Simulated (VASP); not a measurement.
# Rb (I4/mmm) in VASP: further runs, part 2 of 2

VASP 6.6.1. Earlier steps stand in the parts before.

## Step 3: Single point, r2SCAN0

This run uses another cell than the first one, of 101.07 Å³/atom.

POSCAR

```
Rb
1.0
   -3.0124581780      3.0124581780      2.7844047774
    3.0124581780     -3.0124581780      2.7844047774
    3.0124581780      3.0124581780     -2.7844047774
Rb
1
Direct
    0.0000000000      0.0000000000      0.0000000000
```

INCAR.step1

```
SYSTEM = Rb
PREC     = Accurate       ! precision mode
ENCUT    = 520            ! plane-wave cutoff, eV
EDIFF    = 1E-5           ! SCF threshold, eV
ISMEAR   = 0              ! smearing method
SIGMA    = 0.1            ! smearing width, eV
LREAL    = .False.        ! projectors in reciprocal space
LASPH    = .True.         ! aspherical terms in the spheres
NELM     = 80             ! most SCF steps
ALGO     = Normal         ! electronic algorithm
ISIF     = 2              ! what is computed and relaxed
LWAVE    = .True.         ! write WAVECAR
GGA      = PE             ! functional
NBANDS   = 10             ! bands
```

INCAR.step2

```
SYSTEM = Rb
PREC     = Accurate       ! precision mode
ENCUT    = 520            ! plane-wave cutoff, eV
EDIFF    = 1E-7           ! SCF threshold, eV
ISMEAR   = 0              ! smearing method
SIGMA    = 0.1            ! smearing width, eV
LREAL    = .False.        ! projectors in reciprocal space
LASPH    = .True.         ! aspherical terms in the spheres
NELM     = 80             ! most SCF steps
ALGO     = Normal         ! electronic algorithm
ISIF     = 2              ! what is computed and relaxed
LWAVE    = .False.        ! write WAVECAR
LCHARG   = .True.         ! write CHGCAR
METAGGA  = R2SCAN         ! meta-GGA
LHFCALC  = .True.         ! exact exchange
AEXX     = 0.25           ! exact-exchange fraction
LMIXTAU  = .True.       
PRECFOCK = Normal       
LELF     = .True.         ! ELF
LVHAR    = .True.       
ISTART   = 1            
NBANDS   = 10             ! bands
```

KPOINTS

```
regular mesh
0
Gamma
  4 4 4
  0 0 0
```

Potentials or basis: VASP PAW PBE potentials, release 64 (Rb_sv).

On the command line:

```bash
$ cat potpaw_PBE.64/Rb_sv/POTCAR > POTCAR
$ cp INCAR.step1 INCAR
$ mpirun -np 1 vasp_std > vasp.out
$ cp INCAR.step2 INCAR
$ mpirun -np 1 vasp_std > vasp.out
```

It took 8 min on 1 thread of Intel Xeon Platinum 8259CL at 2.50GHz (Skylake/Cascade Lake), shared host; peak memory 0.27 GiB.

The run converged. Its results:

```
Free energy            : -10.9541 eV
Pressure               : -0.1 GPa
Band gap on the k mesh : zero (an odd number of electrons rules out a gap without spin polarisation)
```

Stress tensor (GPa, compression positive):
```
 0.03  0.00  0.00
 0.00  0.03  0.00
 0.00  0.00 -0.33
```

Levels at points of the mesh, in eV from the Fermi level:
| k point | band 1 | band 2 | band 3 | band 4 | band 5 | band 6 | band 7 | band 8 |
| --- | --- | --- | --- | --- | --- | --- | --- | --- |
| (0.00, 0.00, 0.00) | -32.52 | -15.00 | -15.00 | -15.00 | -2.47 | 4.53 | 4.98 | 4.98 |
| (0.50, 0.00, 0.00) | -32.51 | -15.07 | -15.03 | -15.01 | 0.96 | 1.24 | 3.46 | 5.37 |
| (0.50, 0.50, 0.00) | -32.51 | -15.07 | -15.02 | -15.00 | 0.74 | 0.99 | 3.93 | 5.17 |
| (0.50, 0.50, 0.50) | -32.51 | -15.06 | -15.06 | -15.05 | 1.97 | 2.21 | 3.59 | 3.59 |

Caveat: the k points lie up to 0.38 Å⁻¹ apart, too coarse for converged energies and pressures of a metal; the PAW data sets were made with another functional, which shifts forces and pressure a little.

## Step 4: Single point, r2SCANh+D3(BJ)

This run uses another cell than the first one, of 95.35 Å³/atom.

POSCAR

```
Rb
1.0
   -2.9545118615      2.9545118615      2.7308451955
    2.9545118615     -2.9545118615      2.7308451955
    2.9545118615      2.9545118615     -2.7308451955
Rb
1
Direct
    0.0000000000      0.0000000000      0.0000000000
```

INCAR.step1

```
SYSTEM = Rb
ALGO = Normal
EDIFF = 1E-5
ENCUT = 520
GGA = PE
ISIF = 2
ISMEAR = 0
LASPH = .TRUE.
LCHARG = .FALSE.
LREAL = .FALSE.
LWAVE = .TRUE.
NBANDS = 10
NELM = 80
PREC = Accurate
SIGMA = 0.05
```

INCAR.step2

```
SYSTEM = Rb
AEXX = 0.1
ALGO = Normal
EDIFF = 1E-6
ENCUT = 520
ISIF = 2
ISMEAR = 0
ISTART = 1
IVDW = 12
LASPH = .TRUE.
LCHARG = .FALSE.
LHFCALC = .TRUE.
LMIXTAU = .TRUE.
LREAL = .FALSE.
LWAVE = .FALSE.
METAGGA = R2SCAN
NBANDS = 10
NELM = 80
PREC = Accurate
PRECFOCK = Normal
SIGMA = 0.05
VDW_A1 = 0.4709
VDW_A2 = 5.9157
VDW_S6 = 1.0
VDW_S8 = 1.1236
```

KPOINTS

```
k-points
0
G
  5 5 5
  0 0 0
```

Potentials or basis: VASP PAW PBE potentials, release 64 (Rb_sv).

On the command line:

```bash
$ cat potpaw_PBE.64/Rb_sv/POTCAR > POTCAR
$ cp INCAR.step1 INCAR
$ mpirun -np 1 vasp_std > vasp.out
$ cp INCAR.step2 INCAR
$ mpirun -np 1 vasp_std > vasp.out
```

OUTCAR:

```text
SYSTEM = Rb
   AEXX = 0.1
   EDIFF = 1E-6
   ENCUT = 520
   ISIF = 2
   ISMEAR = 0
   ISTART = 1
   IVDW = 12
   LASPH = .TRUE.
   LHFCALC = .TRUE.
   LREAL = .FALSE.
   METAGGA = R2SCAN
   NELM = 80
   PREC = Accurate
   PRECFOCK = Normal
 IVDW          = 12

 ion  position               nearest neighbor table
   1  0.000  0.000  0.000-

  LATTYP: Found a body centered tetragonal cell.
 ALAT       =     5.9090237230
 C/A-ratio  =     0.9242965754

  Lattice vectors:

[... 416 lines left out ...]
      9       3.7707      0.00000
     10       6.3390      0.00000

------------------------ aborting loop because EDIFF is reached ----------------------------------------

 Edisp (eV)   -0.05723

 E8    (eV) :    -0.0325

  FORCE on cell =-STRESS in cart. coord.  units (eV):
  Direction    XX          YY          ZZ          XY          YZ          ZX
  --------------------------------------------------------------------------------------
  -------------------------------------------------------------------------------------
  Total      -0.04518    -0.04518    -0.12120     0.00000     0.00000    -0.00000
  in kB      -0.75917    -0.75917    -2.03655     0.00000     0.00000    -0.00000
  external pressure =       -1.18 kB  Pullay stress =        0.00 kB

 VOLUME and BASIS-vectors are now :
 -----------------------------------------------------------------------------
  energy-cutoff  :      520.00
  volume of cell :       95.35
      direct lattice vectors                 reciprocal lattice vectors
    -2.954511861  2.954511861  2.730845196     0.000000000  0.169232693  0.183093498
     2.954511861 -2.954511861  2.730845196     0.169232693  0.000000000  0.183093498
     2.954511861  2.954511861 -2.730845196     0.169232693  0.169232693  0.000000000

 POSITION                                       TOTAL-FORCE (eV/Angst)
 -----------------------------------------------------------------------------------
      0.00000      0.00000      0.00000         0.000000     -0.000000      0.000000
 -----------------------------------------------------------------------------------
    total drift:                               -0.000000     -0.000000     -0.000000

  FREE ENERGIE OF THE ION-ELECTRON SYSTEM (eV)
  ---------------------------------------------------
  free  energy   TOTEN  =       -12.8180057642 eV

  energy  without entropy=      -12.8174457085  energy(sigma->0) =      -12.81772574
```

OUTCAR.step1:

```text
SYSTEM = Rb
   EDIFF = 1E-5
   ENCUT = 520
   GGA = PE
   ISIF = 2
   ISMEAR = 0
   LASPH = .TRUE.
[... 443 lines left out ...]
 POSITION                                       TOTAL-FORCE (eV/Angst)
 -----------------------------------------------------------------------------------
      0.00000      0.00000      0.00000         0.000000     -0.000000      0.000000
 -----------------------------------------------------------------------------------
    total drift:                                0.000000     -0.000000     -0.000000

  FREE ENERGIE OF THE ION-ELECTRON SYSTEM (eV)
  ---------------------------------------------------
  free  energy   TOTEN  =        -0.9406855145 eV

  energy  without entropy=       -0.9374560296  energy(sigma->0) =       -0.93907077
```

It took 14 min on 1 thread of Intel Xeon Platinum 8259CL at 2.50GHz (Skylake/Cascade Lake), shared host; peak memory 0.28 GiB.

Results:

- Free energy: -12.8180 eV
- Pressure: -0.1 GPa
- Band gap on the k mesh: zero (an odd number of electrons rules out a gap without spin polarisation)
- Dispersion energy per atom: -0.057 eV

Caveat: the PAW data sets were made with another functional, which shifts forces and pressure a little.

## Step 5: Overview

```csv
level,cell,k mesh,smearing,share of exact exchange,gap on the mesh (eV),pressure (GPa)
r2SCAN0,"a = 5.057 Å, angles 107.4, 107.4, 113.7°, 1 atom",4 × 4 × 4,gaussian 0.1 eV,0.25,none,0.0
r2SCAN0,"a = 5.089 Å, angles 107.4, 107.4, 113.7°, 1 atom",4 × 4 × 4,gaussian 0.1 eV,0.25,none,-0.1
r2SCANh+D3(BJ),"a = 4.992 Å, angles 107.4, 107.4, 113.7°, 1 atom",5 × 5 × 5,gaussian 0.05 eV,0.1,none,-0.1
```

Alike in all rows: task single point; potentials or basis VASP PAW PBE potentials, release 64 (Rb_sv); no spin polarisation; cutoff (eV) 520.

Caveats: some runs use coarse meshes; the PAW data sets were made with another functional, which shifts forces and pressure a little.

Total energies depend on the potentials used, so only differences within one code and one set of settings carry meaning.
